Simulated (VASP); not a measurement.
# Ba (Im-3m) in VASP: a series of runs, part 2 of 2

VASP 6.6.1. Earlier steps stand in the parts before.

### 3 Density of states, LDA

POSCAR

```
Ba
1.0
   -2.5065000000      2.5065000000      2.5065000000
    2.5065000000     -2.5065000000      2.5065000000
    2.5065000000      2.5065000000     -2.5065000000
Ba
1
Direct
    0.0000000000      0.0000000000      0.0000000000
```

INCAR.step1

```
SYSTEM = Ba
PREC = Accurate
ENCUT = 520
EDIFF = 1E-6
ISMEAR = 0
SIGMA = 0.05
LREAL = .FALSE.
LASPH = .TRUE.
NELM = 100
ALGO = Normal
ISIF = 2
LWAVE = .FALSE.
LCHARG = .TRUE.
GGA = CA
NBANDS = 11
```

KPOINTS.step1

```
regular mesh
0
G
  5 5 5
  0 0 0
```

INCAR.step2

```
SYSTEM = Ba
PREC = Accurate
ENCUT = 520
EDIFF = 1E-6
ISMEAR = -5
SIGMA = 0.05
LREAL = .FALSE.
LASPH = .TRUE.
NELM = 100
ALGO = Normal
ISIF = 2
LWAVE = .FALSE.
LCHARG = .FALSE.
GGA = CA
LORBIT = 11
NBANDS = 11
NEDOS = 1001
ICHARG = 11
```

KPOINTS.step2

```
regular mesh
0
G
  8 8 8
  0 0 0
```

Potentials or basis: VASP PAW LDA potentials, release 64 (Ba_sv).

Run with:

```sh
> cat potpaw_LDA.64/Ba_sv/POTCAR > POTCAR
> cp INCAR.step1 INCAR
> cp KPOINTS.step1 KPOINTS
> mpirun -np 1 vasp_std > vasp.out
> cp INCAR.step2 INCAR
> cp KPOINTS.step2 KPOINTS
> mpirun -np 1 vasp_std > vasp.out
```

OUTCAR:

```text
SYSTEM = Ba
   PREC = Accurate
   ENCUT = 520
   EDIFF = 1E-6
   ISMEAR = -5
   LREAL = .FALSE.
   LASPH = .TRUE.
   NELM = 100
   ISIF = 2
   GGA = CA
   LORBIT = 11
   ICHARG = 11

 ion  position               nearest neighbor table
   1  0.000  0.000  0.000-

  LATTYP: Found a body centered cubic cell.
 ALAT       =     5.0130000000

  Lattice vectors:

 A1 = (  -2.5065000000,   2.5065000000,   2.5065000000)
 A2 = (   2.5065000000,  -2.5065000000,   2.5065000000)
 A3 = (   2.5065000000,   2.5065000000,  -2.5065000000)

Analysis of symmetry for initial positions (statically):
=====================================================================
 Subroutine PRICEL returns:
 Original cell was already a primitive cell.

 Routine SETGRP: Setting up the symmetry group for a
 body centered cubic supercell.

 Subroutine GETGRP returns: Found 48 space group operations
 (whereof 48 operations were pure point group operations)
 out of a pool of 48 trial point group operations.

The static configuration has the point symmetry O_h .

Analysis of symmetry for dynamics (positions and initial velocities):
=====================================================================
 Subroutine PRICEL returns:
 Original cell was already a primitive cell.

 Routine SETGRP: Setting up the symmetry group for a
 body centered cubic supercell.

 Subroutine GETGRP returns: Found 48 space group operations
 (whereof 48 operations were pure point group operations)
 out of a pool of 48 trial point group operations.

The dynamic configuration has the point symmetry O_h .

 Subroutine INISYM returns: Found 48 space group operations
 (whereof 48 operations are pure point group operations),
 and found     1 'primitive' translations

----------------------------------------------------------------------------------------

                                     Primitive cell

  volume of cell :      62.9888

  direct lattice vectors                    reciprocal lattice vectors
    -2.506500000  2.506500000  2.506500000     0.000000000  0.199481348  0.199481348
     2.506500000 -2.506500000  2.506500000     0.199481348  0.000000000  0.199481348
     2.506500000  2.506500000 -2.506500000     0.199481348  0.199481348  0.000000000

  length of vectors
     4.341385349  4.341385349  4.341385349     0.282109228  0.282109228  0.282109228

  position of ions in fractional coordinates (direct lattice)
     0.000000000  0.000000000  0.000000000

  ion indices of the primitive-cell ions
   primitive index   ion index
                 1           1

----------------------------------------------------------------------------------------

 KPOINTS: regular mesh

Automatic generation of k-mesh.
 Grid dimensions read from file:
 generate k-points for:    8    8    8

 Generating k-lattice:

  Cartesian coordinates                     Fractional coordinates (reciprocal lattice)
     0.000000000  0.024935169  0.024935169     0.125000000  0.000000000  0.000000000
     0.024935169  0.000000000  0.024935169     0.000000000  0.125000000  0.000000000
     0.024935169  0.024935169  0.000000000     0.000000000  0.000000000  0.125000000

  Length of vectors
     0.035263654  0.035263654  0.035263654

  Shift w.r.t. Gamma in fractional coordinates (k-lattice)
     0.000000000  0.000000000  0.000000000

 TETIRR: Found    513 inequivalent tetrahedra from     3072

 Subroutine IBZKPT returns following result:
 ===========================================

 Found     29 irreducible k-points:

 Following reciprocal coordinates:
            Coordinates               Weight
  0.000000  0.000000  0.000000      1.000000
  0.125000  0.000000  0.000000     12.000000
  0.250000  0.000000  0.000000     12.000000
  0.375000  0.000000  0.000000     12.000000
  0.500000  0.000000  0.000000      6.000000
  0.125000  0.125000  0.000000     24.000000
[... 16 lines left out ...]
 -0.250000  0.250000  0.250000      6.000000
 -0.375000  0.375000  0.250000     24.000000
 [... further k-points ...]
   k-points           NKPTS =     29   k-points in BZ     NKDIM =     29   number of bands    NBANDS=     11
   number of dos      NEDOS =   1001   number of ions     NIONS =      1
   total plane-waves  NPLWV =  32768
   dimension x,y,z NGX =    32 NGY =   32 NGZ =   32
   dimension x,y,z NGXF=    64 NGYF=   64 NGZF=   64
   ions per type =               1
   NGX,Y,Z   is equivalent  to a cutoff of  12.25, 12.25, 12.25 a.u.
   NGXF,Y,Z  is equivalent  to a cutoff of  24.51, 24.51, 24.51 a.u.
 SYSTEM =  Ba
   PREC   = accura    normal or accurate (medium, high low for compatibility)
   ISTART =      0    job   : 0-new  1-cont  2-samecut
   ICHARG =     11    charge: 1-file 2-atom 10-const
   ISPIN  =      1    spin polarized calculation?
   LNONCOLLINEAR =      F non collinear calculations
   LSORBIT =      F    spin-orbit coupling
   LASPH  =      T    aspherical Exc in radial PAW
   ENCUT  =  520.0 eV  38.22 Ry    6.18 a.u.   8.07  8.07  8.07*2*pi/ulx,y,z
   NELM   =    100;   NELMIN=  2; NELMDL=  0     # of ELM steps
   EDIFF  = 0.1E-05   stopping-criterion for ELM
   LREAL  =      F    real-space projection
   EDIFFG = 0.1E-04   stopping-criterion for IOM
   NSW    =      0    number of steps for IOM
   IBRION =     -1    ionic relax: 0-MD 1-quasi-New 2-CG
   NFREE  =      0    steps in history (QN), initial steepest desc. (CG)
   ISIF   =      2    stress and relaxation
   ISYM   =      2    0-nonsym 1-usesym 2-fastsym
   POTIM  = 0.5000    time-step for ionic-motion
   TEBEG  =    0.0;   TEEND  =   0.0 temperature during run
   PSTRESS=    0.0 pullay stress
   NELECT =      10.0000    total number of electrons
   NUPDOWN=      -1.0000    fix difference up-down
   EMIN   =  10.00;   EMAX   =-10.00  energy-range for DOS
   EFERMI =   0.00;   METHOD = LEGACY
   ISMEAR =    -5;   SIGMA  =   0.05  broadening in eV -4-tet -1-fermi 0-gaus
   EFERMI_NEDOS =   21; number of points for ismear=-14 and -15
   IALGO  =     38    algorithm
   IMIX   =      4    mixing-type and parameters
     AMIX     =   0.40;   BMIX     =  1.00
     AMIX_MAG =   1.60;   BMIX_MAG =  1.00
  volume/ion in A,a.u.               =      62.99       425.07
  Fermi-wavevector in a.u.,A,eV,Ry     =   0.886449  1.675146 10.691349  0.785792
  Thomas-Fermi vector in A             =   2.007617
   LORBIT       =     11    0 simple, 1 ext, 2 COOP (PROOUT), +10 PAW based schemes
   GGA     = CA    functional components
   LHFCALC =     F    Hartree Fock is set to
   AEXX    =    0.0000 exact exchange contribution
   IVDW    =     0    specifies the selected vdW correction
   LEPSILON=     F    determine dielectric tensor
   LRPA    =     F    only Hartree local field effects (RPA)
 non-spin polarized calculation
 Fermi weights with tetrahedron method with Bloechl corrections
  energy-cutoff  :      520.00
  volume of cell :       62.99
 maximum number of plane-waves:      1724

 number of electron       9.9999999 magnetization

 Free energy of the ion-electron system (eV)
  ---------------------------------------------------
  ext. energy  EPLUGINS =         0.00000000
  ---------------------------------------------------
  free energy    TOTEN  =        -2.21447701 eV

  energy without entropy =       -2.21447701  energy(sigma->0) =       -2.21447701

 E-fermi :   1.3851     XC(G=0):  -7.6154

 val. band max:        1.3367083089   @ k =  -0.3750   0.5000   0.2500
 cond. band min:       1.3608427751   @ k =  -0.3750   0.5000   0.2500
 fundamental gap:      0.0241344661
 Fermi energy:         1.3851223952

 k-point     1 :       0.0000    0.0000    0.0000
  band No.  band energies     occupation
      1     -27.3904      2.00000
      2     -12.3515      2.00000
      3     -12.3515      2.00000
      4     -12.3515      2.00000
      5      -1.3237      2.00000
      6       3.1834      0.00000
      7       3.1834      0.00000
      8       3.1834      0.00000
      9       4.6347      0.00000
     10       4.6347      0.00000
     11       8.4127      0.00000
[... 309 lines left out ...]
 k-point    24 :      -0.3750    0.3750    0.2500
  band No.  band energies     occupation
      1     -27.3354      2.00000
      2     -12.7020      2.00000
      3     -12.5692      2.00000
      4     -12.5261      2.00000
      5       1.0992      2.00294
      6       1.6705     -0.03593
      7       3.2632      0.00000
      8       3.4930      0.00000
      9       4.9283      0.00000
     10       5.3286      0.00000
     11       8.5444      0.00000

 [... further k-points ...]
[... 5 lines left out ...]
  --------------------------------------------------------------------------------------
  -------------------------------------------------------------------------------------
  Total       -0.4661426     -0.4661426     -0.4661426      0.0000000      0.0000000      0.0000000
  in kB      -11.8567653    -11.8567653    -11.8567653      0.0000000      0.0000000      0.0000000
  external PRESSURE =     -11.8567653 kB  Pullay stress =       0.0000000 kB

 VOLUME and BASIS-vectors are now :
 -----------------------------------------------------------------------------
  energy-cutoff  :      520.00
  volume of cell :       62.99
      direct lattice vectors                 reciprocal lattice vectors
    -2.506500000  2.506500000  2.506500000     0.000000000  0.199481348  0.199481348
     2.506500000 -2.506500000  2.506500000     0.199481348  0.000000000  0.199481348
     2.506500000  2.506500000 -2.506500000     0.199481348  0.199481348  0.000000000

 POSITION                                       TOTAL-FORCE (eV/Angst)
 -----------------------------------------------------------------------------------
      0.00000      0.00000      0.00000        -0.000000      0.000000     -0.000000
 -----------------------------------------------------------------------------------
    total drift:                                0.000000      0.000000     -0.000000

  FREE ENERGIE OF THE ION-ELECTRON SYSTEM (eV)
  ---------------------------------------------------
  free  energy   TOTEN  =        -2.2144770111 eV

  energy  without entropy=       -2.2144770111  energy(sigma->0) =       -2.21447701

 total charge

# of ion       s       p       d       tot
------------------------------------------
    1        2.073   5.536   0.278   7.887
```

It took 18 s on 1 thread of Intel Xeon 8259CL, shared host; peak memory 0.15 GiB.

What came out:

| Item | Value |
| --- | --- |
| Valence electrons inside the program's atomic spheres | Ba 7.89 |

Levels at points of the mesh, in eV from the Fermi level:
| k point | band 3 | band 4 | band 5 | band 6 | band 7 | band 8 |
| --- | --- | --- | --- | --- | --- | --- |
| (0.00, 0.00, 0.00) | -13.74 | -13.74 | -2.71 | 1.80 | 1.80 | 1.80 |
| (0.50, 0.00, 0.00) | -13.89 | -13.74 | -0.87 | 0.68 | 1.37 | 3.18 |
| (0.50, 0.50, 0.50) | -14.06 | -14.06 | -0.49 | -0.49 | 4.41 | 4.41 |

Caveat: spin-orbit coupling is left out, which moves the levels of the heavy elements; tetrahedron occupations give inexact forces and stress in metals.

### 4 Elastic constants, revPBE (volume scaled by 0.96)

INCAR

```
  PREC = Accurate
  ENCUT = 600
  EDIFF = 1E-8
  ISMEAR = 0
  SIGMA = 0.1
  LREAL = False
  LASPH = True
  NELM = 100
  ALGO = Fast
  ISIF = 3
  LWAVE = False
  LCHARG = False
  GGA = RE
  IBRION = 6
  NFREE = 2
  POTIM = 0.015
  NSW = 1
```

KPOINTS

```
regular mesh
0
Gamma
  6 6 6
```

POSCAR

```
Ba
1.0
   -2.4726242250      2.4726242250      2.4726242250
    2.4726242250     -2.4726242250      2.4726242250
    2.4726242250      2.4726242250     -2.4726242250
Ba
1
Direct
    0.0000000000      0.0000000000      0.0000000000
```

Potentials or basis: VASP PAW PBE potentials, release 64 (Ba_sv).

Run with:

```sh
> cat potpaw_PBE.64/Ba_sv/POTCAR > POTCAR
> mpirun -np 1 vasp_std > vasp.out
```

Wall time 5.3 min (1 thread of AMD EPYC 7R13 (Zen 3), shared host); peak memory 0.24 GiB.

It converged, with:

```
Elastic constants C11, C12, C44 : 13, 9, 10 GPa
Voigt bulk modulus              : 10 GPa
```

Elastic tensor in Voigt notation (GPa, in the Cartesian axes of the cell as first typed):
```
13  9  9  0  0  0
 9 13  9  0  0  0
 9  9 13  0  0  0
 0  0  0 10  0  0
 0  0  0  0 10  0
 0  0  0  0  0 10
```

Clamped-ion elastic tensor (GPa):
```
13  9  9  0  0  0
 9 13  9  0  0  0
 9  9 13  0  0  0
 0  0  0 10  0  0
 0  0  0  0 10  0
 0  0  0  0  0 10
```

Caveat: the cell is under stress, which shifts elastic constants; the PAW data sets were made with another functional, which shifts forces and pressure a little; spin-orbit coupling is left out, which moves the levels of the heavy elements.
